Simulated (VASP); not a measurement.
**Zr3Ag: electric field gradients with LDA**

Zr3Ag:

```
CELL_PARAMETERS angstrom
4.65555 0.00000 0.00000
0.00000 4.65555 0.00000
0.00000 0.00000 4.06418
ATOMIC_POSITIONS crystal
Zr 0.50000 0.50000 0.00000
Zr 0.00000 0.50000 0.50000
Zr 0.50000 0.00000 0.50000
Ag 0.00000 0.00000 0.00000
```

This cell differs from its parent crystal: volume scaled by 1.06.

| Quantity | Value |
| --- | --- |
| Program | VASP 6.6.1 |
| Task | electric field gradients |
| Functional | LDA |
| Potentials or basis | VASP PAW LDA potentials, release 64 (Zr_sv, Ag) |
| Cutoff | 520 eV |
| k mesh | 7 × 7 × 8 |
| Occupations | fermi-dirac, width 0.05 eV |
| Spin | no spin polarisation |
| Dipole correction | no |
| Further INCAR settings | ALGO = Normal; EDIFF = 1e-08; NBANDS = 32 |

The pressure is -9.7 GPa.

Stress tensor (GPa, compression positive):
```
-10.49   0.00   0.00
  0.00 -10.49   0.00
  0.00   0.00  -8.09
```

Levels at points of the mesh, in eV from the Fermi level:
| k point | band 22 | band 23 | band 24 | band 25 | band 26 | band 27 |
| --- | --- | --- | --- | --- | --- | --- |
| (0.00, 0.00, 0.00) | -0.80 | -0.80 | -0.21 | 1.98 | 1.98 | 3.02 |
| (0.00, 0.00, 0.50) | -0.84 | -0.73 | 0.80 | 0.82 | 0.82 | 2.11 |

Electric field gradients, principal values (V/Å²):
```csv
atom,least,middle,greatest (by size)
1 Zr,11.575,11.575,-23.151
2 Zr,-8.064,-14.193,22.257
3 Zr,-8.064,-14.193,22.257
4 Ag,-4.747,-4.747,9.495
```

Run time: 2.1 min on 1 thread of Intel(R) Xeon(R) Platinum 8259CL CPU @ 2.50GHz (Skylake/Cascade Lake), with other jobs on the host, peak memory 0.24 GiB.

Caveat: without QUAD_EFG the Cq values of the log hold for a quadrupole moment of 1 mb, not for the nuclei.
